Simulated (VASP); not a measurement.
Fe:

```
CELL_PARAMETERS angstrom
0.00000 3.46800 3.46800
1.73400 0.00000 1.73400
1.73400 1.73400 0.00000
ATOMIC_POSITIONS crystal
Fe 0.00000 0.00000 0.00000
Fe 0.50000 0.00000 0.00000
```

Base run:

```yaml
Program: VASP 6.6.1
Functional: PBE
Potentials_or_basis: VASP PAW PBE potentials, release 64 (Fe)
Cutoff: 520 eV
k_mesh: 7 × 14 × 14
Occupations: fermi-dirac, width 0.05 eV
Spin: collinear spin, ferromagnetic start
Starting_moments: "[4.0, 4.0] μB"
```

Its results: band gap on the k mesh zero (filled and empty bands overlap); pressure 2.6 GPa; net moment 2.01 μB per cell; site moments Fe +0.99 μB.

**Question.** The run is repeated on the same cell with these changes: spin from collinear spin, ferromagnetic start to collinear spin, antiferromagnetic start; moments at the start from [4.0, 4.0] to [4.0, -4.0]. What comes out?

**Answer.** Band gap on the k mesh zero (filled and empty bands overlap); pressure -0.1 GPa; net moment 0.00 μB per cell; site moments Fe +0.91, -0.91 μB.

Caveats: the moment fell far below its start of 4 μB, so a state of higher moment may lie lower in energy.
